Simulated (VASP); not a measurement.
Write the native input for VASP 6.6.1 that does the following.

| Property | Result |
| --- | --- |
| Task | single point |
| Functional | PBE |
| Potentials or basis | VASP PAW PBE potentials, release 64 (Zr_sv, Sb) |
| Cutoff | 520 eV |
| k mesh | 6 × 6 × 6 |
| Occupations | gaussian, width 0.1 eV |
| Spin | no spin polarisation |
| Dipole correction | no |
| Further INCAR settings | ALGO = Fast; EDIFF = 1e-06; NBANDS = 64 |

The structure of Zr4Sb lies in POSCAR:

```
Zr4Sb
1.0
    6.5511456234      0.0000000000      0.0000000000
    0.0000000000      6.5511456234      0.0000000000
    0.0000000000      0.0000000000      5.6956657434
Zr Sb
8 2
Direct
    0.6521865981      0.8478134019      0.2697857126
    0.8478134019      0.3478134019      0.2697857126
    0.1521865981      0.3478134019      0.7302142874
    0.8478134019      0.6521865981      0.7302142874
    0.6521865981      0.1521865981      0.7302142874
    0.3478134019      0.8478134019      0.7302142874
    0.3478134019      0.1521865981      0.2697857126
    0.1521865981      0.6521865981      0.2697857126
    0.5000000000      0.5000000000      0.0000000000
    0.0000000000      0.0000000000      0.0000000000
```

The cell was generated, and may not be a known phase.

These files were run (other wordings do the same):

INCAR

```
  PREC = Accurate
  ENCUT = 520
  EDIFF = 1E-6
  ISMEAR = 0
  SIGMA = 0.1
  LREAL = F
  LASPH = T
  NELM = 80
  ALGO = Fast
  ISIF = 2
  LWAVE = F
  LCHARG = F
  GGA = PE
  NBANDS = 64
```

KPOINTS

```
regular mesh
0
Gamma
  6 6 6
```

Potentials or basis: VASP PAW PBE potentials, release 64 (Zr_sv, Sb).

The run is started by

```console
$ cat potpaw_PBE.64/Zr_sv/POTCAR potpaw_PBE.64/Sb/POTCAR > POTCAR
$ mpirun -np 1 vasp_std > vasp.out
```

Results of the run:

* Pressure: 0.0 GPa
* Largest force: 0.007 eV/Å
* Band gap on the k mesh: zero (bands 53 and 54 overlap by 0.95 eV)

Caveat: spin-orbit coupling is left out, which moves the levels of the heavy elements.

Run time: 33 min on 1 thread of Intel(R) Xeon(R) Platinum 8259CL CPU @ 2.50GHz (Skylake/Cascade Lake), on a shared host, peak memory 0.61 GiB.
